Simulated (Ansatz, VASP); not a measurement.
One calculation of Al2O3, two programs

```
Al O
1.0
     2.46799    1.42489    4.37163
    -2.46799    1.42489    4.37163
     0.00000   -2.84979    4.37163
Al O
4 6
Direct
  0.85213 0.85213 0.85213
  0.64787 0.64787 0.64787
  0.14787 0.14787 0.14787
  0.35213 0.35213 0.35213
  0.05616 0.44384 0.75000
  0.75000 0.05616 0.44384
  0.44384 0.75000 0.05616
  0.94384 0.55616 0.25000
  0.25000 0.94384 0.55616
  0.55616 0.25000 0.94384
```

Alike in both runs: task single point; functional PBE; k mesh 6 × 6 × 6; occupations gaussian, width 0.05 eV; no spin polarisation.

```csv
,VASP,Ansatz
version,VASP 6.6.1,Ansatz 0.2.0
potentials or method,"VASP PAW PBE potentials, release 64 (Al, O), cutoff 520 eV","scalar-relativistic, plane waves, PAW"
valence electrons in the cell,48,48
```

```tsv
	VASP	Ansatz	Ansatz less VASP
gap on the k mesh at the Fermi level (eV)	5.03	5.04	+0.009
least direct gap on the mesh (eV)	5.03	5.04	+0.009
pressure (GPa)	-11.1	-11.0	+0.06
traceless stress, the component that is largest in VASP (GPa)	6.93	6.93	+0.001
rms of the force components (eV/Å)	0.081	0.079	-0.0016
```

Atom by atom the forces differ by 0.003 eV/Å (rms over components).
